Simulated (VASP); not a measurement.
A run of VASP 6.6.1:

Contents of INCAR:

```
ALGO = Normal ; EDIFF = 1E-7
ENCUT = 520 ; GGA = PS
ISIF = 2 ; ISMEAR = 0
IVDW = 12 ; LASPH = True
LCHARG = False ; LREAL = False
LWAVE = False ; NBANDS = 8
NELM = 60 ; PREC = Accurate
SIGMA = 0.15
```

Contents of KPOINTS:

```
k-points
0
Gamma
  28 28 28
```

POSCAR

```
P
1.0
    2.4578534775      0.0000000000      0.0000000000
    0.0000000000      2.4578534775      0.0000000000
    0.0000000000      0.0000000000      2.2613837280
P
1
Direct
    0.0000000000      0.0000000000      0.0000000000
```

Potentials or basis: VASP PAW PBE potentials, release 64 (P).

Command:

```bash
$ cat potpaw_PBE.64/P/POTCAR > POTCAR
$ mpirun -np 1 vasp_std > vasp.out
```

Hardware: 1 thread of AMD EPYC 7R43 64-Core Processor (Zen 3) (shared host).

Question: How long does it take, and how much memory?

Answer: It took 2.3 min on 1 thread of AMD EPYC 7R43 64-Core Processor (Zen 3) (shared host), peak memory 0.23 GiB. Counts: scf iterations 11, k points 1800.
